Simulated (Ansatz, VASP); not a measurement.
**Two plane-wave programs on NaI**

```xyz
2
Lattice="0.0000 3.2364 3.2364 3.2364 0.0000 3.2364 3.2364 3.2364 0.0000" Properties=species:S:1:pos:R:3 pbc="T T T"
I     3.2364    3.2364    3.2364
Na    0.0000    0.0000    0.0000
```

Alike in both runs: functional HSE06; k mesh 6 × 6 × 6; no spin polarisation.

```csv
,VASP,Ansatz
version,VASP 6.6.1,Ansatz 0.2.0
potentials or method,"VASP PAW PBE potentials, release 64 (I, Na_pv)",Ansatz PAW
plane-wave cutoff (eV),520,420
occupations,"gaussian, width 0.01 eV",fixed
valence electrons in the cell,14,26
task,single point,band structure
```

VASP gave:

- gap on the k mesh at the Fermi level (eV): 4.65
- least direct gap on the mesh (eV): 4.65
- pressure (GPa): 0.1

**Question.** Estimate Ansatz's values.

**Answer.** gap on the k mesh at the Fermi level (eV): 4.67; least direct gap on the mesh (eV): 4.67; pressure (GPa): 0.1.

VASP's potentials hold 14 valence electrons a cell and Ansatz's 26, so a difference there can come from the potentials and not from the codes.

Neither program's run includes spin-orbit coupling.
